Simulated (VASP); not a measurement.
# Ga2O3 (R-3c) in VASP: further runs

Runs on Ga2O3. Level: PBE. Tasks: single point.

Everything below comes from runs of VASP 6.6.1. Logs are shortened: lines on timing, memory, paths and dates and some standing lists are left out, and cuts for length are marked.

**1. The cell of the first run**

The structure is trigonal, space group R-3c (No. 167). Conventional cell: a = 5.058 Å, b = 5.058 Å, c = 13.623 Å, α = 90.00°, β = 90.00°, γ = 120.00°. Ga (site symmetry 3) has 6 O at 1.95 to 2.10 Å within 2.6 Å. O (site symmetry 2) has 4 Ga at 1.95 to 2.10 Å and 8 O at 2.66 to 2.88 Å within 2.9 Å.

**2. Single point, PBE**

Contents of INCAR:

```
PREC = Accurate
ENCUT = 520
EDIFF = 1E-6
ISMEAR = 0
SIGMA = 0.02
LREAL = F
LASPH = T
NELM = 100
ALGO = Normal
ISIF = 2
LWAVE = F
LCHARG = T
GGA = PE
LELF = T
LVHAR = T
NBANDS = 55
```

Contents of KPOINTS:

```
Automatic mesh
0
Gamma
  9 9 9
```

Contents of POSCAR:

```
Ga2O3
1.0
    2.5287807476      1.4599922454      4.5409452388
   -2.5287807476      1.4599922454      4.5409452388
    0.0000000000     -2.9199844907      4.5409452388
Ga O
4 6
Direct
    0.3558404579      0.3558404579      0.3558404579
    0.1441595421      0.1441595421      0.1441595421
    0.6441595421      0.6441595421      0.6441595421
    0.8558404579      0.8558404579      0.8558404579
    0.5531316577      0.9468683423      0.2500000000
    0.2500000000      0.5531316577      0.9468683423
    0.9468683423      0.2500000000      0.5531316577
    0.4468683423      0.0531316577      0.7500000000
    0.7500000000      0.4468683423      0.0531316577
    0.0531316577      0.7500000000      0.4468683423
```

Potentials or basis: VASP PAW PBE potentials, release 64 (Ga_d, O).

On the command line:

```console
$ cat potpaw_PBE.64/Ga_d/POTCAR potpaw_PBE.64/O/POTCAR > POTCAR
$ mpirun -np 1 vasp_std > vasp.out
```

OUTCAR:

```text
PREC = Accurate
   ENCUT = 520
   EDIFF = 1E-6
   ISMEAR = 0
   LREAL = F
   LASPH = T
   NELM = 100
   ISIF = 2
   GGA = PE

 ion  position               nearest neighbor table
   1  0.356  0.356  0.356-  10 1.95   8 1.95   9 1.95   5 2.10   6 2.10   7 2.10   2 2.88
   2  0.144  0.144  0.144-   9 1.95   8 1.95  10 1.95   5 2.10   7 2.10   6 2.10   1 2.88
   3  0.644  0.644  0.644-   7 1.95   5 1.95   6 1.95   8 2.10   9 2.10  10 2.10   4 2.88
   4  0.856  0.856  0.856-   6 1.95   5 1.95   7 1.95   8 2.10  10 2.10   9 2.10   3 2.88
   5  0.553  0.947  0.250-   3 1.95   4 1.95   1 2.10   2 2.10
   6  0.250  0.553  0.947-   4 1.95   3 1.95   1 2.10   2 2.10
   7  0.947  0.250  0.553-   3 1.95   4 1.95   2 2.10   1 2.10
   8  0.447  0.053  0.750-   1 1.95   2 1.95   3 2.10   4 2.10
   9  0.750  0.447  0.053-   2 1.95   1 1.95   3 2.10   4 2.10
  10  0.053  0.750  0.447-   1 1.95   2 1.95   4 2.10   3 2.10

  LATTYP: Found a trigonal (rhomboedric) cell.
 ALAT       =     5.3987492151
 COS(alpha) =     0.5612005842

  Lattice vectors:

 A1 = (   2.5287807476,   1.4599922454,   4.5409452388)
 A2 = (  -2.5287807476,   1.4599922454,   4.5409452388)
 A3 = (   0.0000000000,  -2.9199844907,   4.5409452388)

Analysis of symmetry for initial positions (statically):
=====================================================================
 Subroutine PRICEL returns:
 Original cell was already a primitive cell.

 Routine SETGRP: Setting up the symmetry group for a
 trigonal (rhombohedral) supercell.

 Subroutine GETGRP returns: Found 12 space group operations
 (whereof  6 operations were pure point group operations)
 out of a pool of 12 trial point group operations.

The static configuration has the point symmetry S_6 .
 The point group associated with its full space group is D_3d.

Analysis of symmetry for dynamics (positions and initial velocities):
=====================================================================
 Subroutine PRICEL returns:
 Original cell was already a primitive cell.

 Routine SETGRP: Setting up the symmetry group for a
 trigonal (rhombohedral) supercell.

 Subroutine GETGRP returns: Found 12 space group operations
 (whereof  6 operations were pure point group operations)
 out of a pool of 12 trial point group operations.

The dynamic configuration has the point symmetry S_6 .
 The point group associated with its full space group is D_3d.

 Subroutine INISYM returns: Found 12 space group operations
 (whereof  6 operations are pure point group operations),
 and found     1 'primitive' translations

----------------------------------------------------------------------------------------

                                     Primitive cell

  volume of cell :     100.5910

  direct lattice vectors                    reciprocal lattice vectors
     2.528780748  1.459992245  4.540945239     0.197723745  0.114155857  0.073406156
    -2.528780748  1.459992245  4.540945239    -0.197723745  0.114155857  0.073406156
     0.000000000 -2.919984491  4.540945239     0.000000000 -0.228311715  0.073406156

  length of vectors
     5.398749215  5.398749215  5.398749215     0.239822232  0.239822232  0.239822232

  position of ions in fractional coordinates (direct lattice)
     0.355840458  0.355840458  0.355840458
     0.144159542  0.144159542  0.144159542
     0.644159542  0.644159542  0.644159542
     0.855840458  0.855840458  0.855840458
     0.553131658  0.946868342  0.250000000
     0.250000000  0.553131658  0.946868342
     0.946868342  0.250000000  0.553131658
     0.446868342  0.053131658  0.750000000
     0.750000000  0.446868342  0.053131658
     0.053131658  0.750000000  0.446868342

  ion indices of the primitive-cell ions
   primitive index   ion index
                 1           1
                 2           2
                 3           3
                 4           4
                 5           5
                 6           6
                 7           7
                 8           8
                 9           9
                10          10

----------------------------------------------------------------------------------------

 KPOINTS: Automatic mesh

Automatic generation of k-mesh.
 Grid dimensions read from file:
 generate k-points for:    9    9    9

 Generating k-lattice:

  Cartesian coordinates                     Fractional coordinates (reciprocal lattice)
     0.021969305  0.012683984  0.008156240     0.111111111  0.000000000  0.000000000
    -0.021969305  0.012683984  0.008156240     0.000000000  0.111111111  0.000000000
     0.000000000 -0.025367968  0.008156240     0.000000000  0.000000000  0.111111111

  Length of vectors
     0.026646915  0.026646915  0.026646915

  Shift w.r.t. Gamma in fractional coordinates (k-lattice)
     0.000000000  0.000000000  0.000000000

 Subroutine IBZKPT returns following result:
 ===========================================

 Found     85 irreducible k-points:

 Following reciprocal coordinates:
            Coordinates               Weight
  0.000000  0.000000  0.000000      1.000000
  0.111111 -0.000000  0.000000      6.000000
  0.222222 -0.000000  0.000000      6.000000
  0.333333  0.000000 -0.000000      6.000000
  0.444444 -0.000000  0.000000      6.000000
  0.111111  0.111111  0.000000      6.000000
[... 16 lines left out ...]
 -0.333333  0.333333  0.000000      6.000000
  0.444444  0.444444  0.000000      6.000000
 [... further k-points ...]
   k-points           NKPTS =     85   k-points in BZ     NKDIM =     85   number of bands    NBANDS=     55
   number of dos      NEDOS =    301   number of ions     NIONS =     10
   total plane-waves  NPLWV =  64000
   dimension x,y,z NGX =    40 NGY =   40 NGZ =   40
   dimension x,y,z NGXF=    80 NGYF=   80 NGZF=   80
   ions per type =               4   6
   NGX,Y,Z   is equivalent  to a cutoff of  12.32, 12.32, 12.32 a.u.
   NGXF,Y,Z  is equivalent  to a cutoff of  24.63, 24.63, 24.63 a.u.
 SYSTEM =  unknown system
   PREC   = accura    normal or accurate (medium, high low for compatibility)
   ISTART =      0    job   : 0-new  1-cont  2-samecut
   ICHARG =      2    charge: 1-file 2-atom 10-const
   ISPIN  =      1    spin polarized calculation?
   LNONCOLLINEAR =      F non collinear calculations
   LSORBIT =      F    spin-orbit coupling
   LASPH  =      T    aspherical Exc in radial PAW
   ENCUT  =  520.0 eV  38.22 Ry    6.18 a.u.  10.04 10.04 10.04*2*pi/ulx,y,z
   NELM   =    100;   NELMIN=  2; NELMDL= -5     # of ELM steps
   EDIFF  = 0.1E-05   stopping-criterion for ELM
   LREAL  =      F    real-space projection
   EDIFFG = 0.1E-04   stopping-criterion for IOM
   NSW    =      0    number of steps for IOM
   IBRION =     -1    ionic relax: 0-MD 1-quasi-New 2-CG
   NFREE  =      0    steps in history (QN), initial steepest desc. (CG)
   ISIF   =      2    stress and relaxation
   ISYM   =      2    0-nonsym 1-usesym 2-fastsym
   POTIM  = 0.5000    time-step for ionic-motion
   TEBEG  =    0.0;   TEEND  =   0.0 temperature during run
   PSTRESS=    0.0 pullay stress
   NELECT =      88.0000    total number of electrons
   NUPDOWN=      -1.0000    fix difference up-down
   EMIN   =  10.00;   EMAX   =-10.00  energy-range for DOS
   EFERMI =   0.00;   METHOD = LEGACY
   ISMEAR =     0;   SIGMA  =   0.02  broadening in eV -4-tet -1-fermi 0-gaus
   EFERMI_NEDOS =   21; number of points for ismear=-14 and -15
   IALGO  =     38    algorithm
   IMIX   =      4    mixing-type and parameters
     AMIX     =   0.40;   BMIX     =  1.00
     AMIX_MAG =   1.60;   BMIX_MAG =  1.00
  volume/ion in A,a.u.               =      10.06        67.88
  Fermi-wavevector in a.u.,A,eV,Ry     =   1.565727  2.958795 33.354686  2.451500
  Thomas-Fermi vector in A             =   2.668160
   LORBIT       =      0    0 simple, 1 ext, 2 COOP (PROOUT), +10 PAW based schemes
   GGA     = PE    functional components
   LHFCALC =     F    Hartree Fock is set to
   AEXX    =    0.0000 exact exchange contribution
   IVDW    =     0    specifies the selected vdW correction
   LEPSILON=     F    determine dielectric tensor
   LRPA    =     F    only Hartree local field effects (RPA)
 non-spin polarized calculation
 Gauss-broadening in eV      SIGMA  =   0.02
  energy-cutoff  :      520.00
  volume of cell :      100.59
 maximum number of plane-waves:      2731
   NGX = 21   NGY = 21   NGZ = 21

 number of electron      88.0000003 magnetization

 Free energy of the ion-electron system (eV)
  ---------------------------------------------------
  ext. energy  EPLUGINS =         0.00000000
  ---------------------------------------------------
  free energy    TOTEN  =       -59.39334582 eV

  energy without entropy =      -59.39334582  energy(sigma->0) =      -59.39334582

 E-fermi :   4.2669     XC(G=0): -11.9627

 val. band max:        4.0925943415   @ k =  -0.2222   0.1111  -0.0000
 cond. band min:       6.4994825917   @ k =   0.0000   0.0000   0.0000
 fundamental gap:      2.4068882502
 Fermi energy:         4.2668668400

 k-point     1 :       0.0000    0.0000    0.0000
  band No.  band energies     occupation
      1     -14.5777      2.00000
      2     -12.7182      2.00000
      3     -12.7182      2.00000
      4     -12.6944      2.00000
      5     -12.6757      2.00000
      6     -12.6757      2.00000
[... 47 lines left out ...]
     54      14.9987      0.00000
     55      16.0723      0.00000

 k-point     2 :       0.1111   -0.0000    0.0000
  band No.  band energies     occupation
      1     -14.5248      2.00000
      2     -12.7693      2.00000
      3     -12.7217      2.00000
      4     -12.7212      2.00000
      5     -12.6806      2.00000
      6     -12.6640      2.00000
[... 47 lines left out ...]
     54      15.4429      0.00000
     55      15.9916      0.00000

 k-point     3 :       0.2222   -0.0000    0.0000
  band No.  band energies     occupation
      1     -14.3707      2.00000
      2     -12.9355      2.00000
      3     -12.7406      2.00000
      4     -12.7325      2.00000
      5     -12.6888      2.00000
      6     -12.6682      2.00000
[... 1152 lines left out ...]
 k-point    23 :      -0.3333    0.3333    0.0000
  band No.  band energies     occupation
      1     -13.5459      2.00000
      2     -13.4985      2.00000
      3     -12.9922      2.00000
      4     -12.8460      2.00000
      5     -12.7424      2.00000
      6     -12.6487      2.00000
[... 47 lines left out ...]
     54      15.9325      0.00000
     55      16.0600      0.00000

 k-point    24 :       0.4444    0.4444    0.0000
  band No.  band energies     occupation
      1     -13.7787      2.00000
      2     -13.0680      2.00000
      3     -13.0564      2.00000
      4     -12.9084      2.00000
      5     -12.7635      2.00000
      6     -12.6899      2.00000
[... 47 lines left out ...]
     54      15.6584      0.00000
     55      15.9628      0.00000

 [... further k-points ...]

------------------------ aborting loop because EDIFF is reached ----------------------------------------

  FORCE on cell =-STRESS in cart. coord.  units (eV):
  Direction    XX          YY          ZZ          XY          YZ          ZX
  --------------------------------------------------------------------------------------
  -------------------------------------------------------------------------------------
  Total        0.6498504      0.6498504      0.5658425      0.0000000      0.0000000     -0.0000000
  in kB       10.3505818     10.3505818      9.0125337      0.0000000      0.0000000     -0.0000000
  external PRESSURE =       9.9045657 kB  Pullay stress =       0.0000000 kB

 VOLUME and BASIS-vectors are now :
 -----------------------------------------------------------------------------
  energy-cutoff  :      520.00
  volume of cell :      100.59
      direct lattice vectors                 reciprocal lattice vectors
     2.528780748  1.459992245  4.540945239     0.197723745  0.114155857  0.073406156
    -2.528780748  1.459992245  4.540945239    -0.197723745  0.114155857  0.073406156
     0.000000000 -2.919984491  4.540945239     0.000000000 -0.228311715  0.073406156

 POSITION                                       TOTAL-FORCE (eV/Angst)
 -----------------------------------------------------------------------------------
      0.00000      0.00000      4.84756        -0.000000      0.000000      0.011325
      0.00000      0.00000      1.96386        -0.000000     -0.000000     -0.011325
      0.00000      0.00000      8.77528        -0.000000     -0.000000     -0.011325
      0.00000      0.00000     11.65897        -0.000000      0.000000      0.011325
     -0.99567      1.45999      7.94665        -0.001067     -0.000000      0.000000
     -0.76655     -1.59227      7.94665         0.000533     -0.000924      0.000000
      1.76223      0.13228      7.94665         0.000533      0.000924      0.000000
      0.99567     -1.45999      5.67618         0.001067     -0.000000      0.000000
      0.76655      1.59227      5.67618        -0.000533      0.000924      0.000000
     -1.76223     -0.13228      5.67618        -0.000533     -0.000924      0.000000
 -----------------------------------------------------------------------------------
    total drift:                                0.000000      0.000000     -0.000000

  FREE ENERGIE OF THE ION-ELECTRON SYSTEM (eV)
  ---------------------------------------------------
  free  energy   TOTEN  =       -59.3933458153 eV

  energy  without entropy=      -59.3933458153  energy(sigma->0) =      -59.39334582
```

Wall time 9.9 min (1 thread of Intel Xeon Platinum 8259CL at 2.50GHz (Skylake/Cascade Lake), shared host); peak memory 0.46 GiB.

What came out:

* Free energy: -59.3933 eV
* Pressure: 1.0 GPa
* Largest force: 0.011 eV/Å
* Band gap on the k mesh: 2.41 eV (least direct gap 2.63 eV)

Forces on the atoms (eV/Å):
```
Ga   0.000  0.000  0.011
Ga   0.000  0.000 -0.011
Ga   0.000  0.000 -0.011
Ga   0.000  0.000  0.011
O   -0.001  0.000  0.000
O    0.001 -0.001  0.000
O    0.001  0.001  0.000
O    0.001  0.000  0.000
O   -0.001  0.001  0.000
O   -0.001 -0.001  0.000
```

Caveat: an odd mesh through Γ misses points on the zone boundary, where band edges can lie.

(Continued in part 2 of 2.)
